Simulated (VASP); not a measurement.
A run of VASP 6.6.1:

Contents of INCAR:

```
  PREC = Accurate
  ENCUT = 520
  EDIFF = 1E-6
  ISMEAR = 0
  SIGMA = 0.1
  LREAL = F
  LASPH = T
  NELM = 60
  ALGO = Normal
  ISIF = 2
  LWAVE = F
  LCHARG = T
  GGA = PE
  LELF = T
  LVHAR = T
  NBANDS = 28
```

KPOINTS

```
regular mesh
0
Gamma
  9 9 9
```

Contents of POSCAR:

```
Ru
1.0
    1.3591030833      0.7846785310      6.4708669688
   -1.3591030833      0.7846785310      6.4708669688
    0.0000000000     -1.5693570620      6.4708669688
Ru
3
Direct
    0.0000000000      0.0000000000      0.0000000000
    0.2206419403      0.2206419403      0.2206419403
    0.7793580597      0.7793580597      0.7793580597
```

Potentials or basis: VASP PAW PBE potentials, release 64 (Ru_pv).

Command:

```console
$ cat potpaw_PBE.64/Ru_pv/POTCAR > POTCAR
$ mpirun -np 1 vasp_std > vasp.out
```

Hardware: 1 thread of Intel(R) Xeon(R) Platinum 8488C (Sapphire Rapids) (shared host).

Q: How long does it take, and how much memory?

A: It took 5.8 min on 1 thread of Intel(R) Xeon(R) Platinum 8488C (Sapphire Rapids), with other jobs on the host, peak memory 0.35 GiB. Counts: scf iterations 12, k points 85.
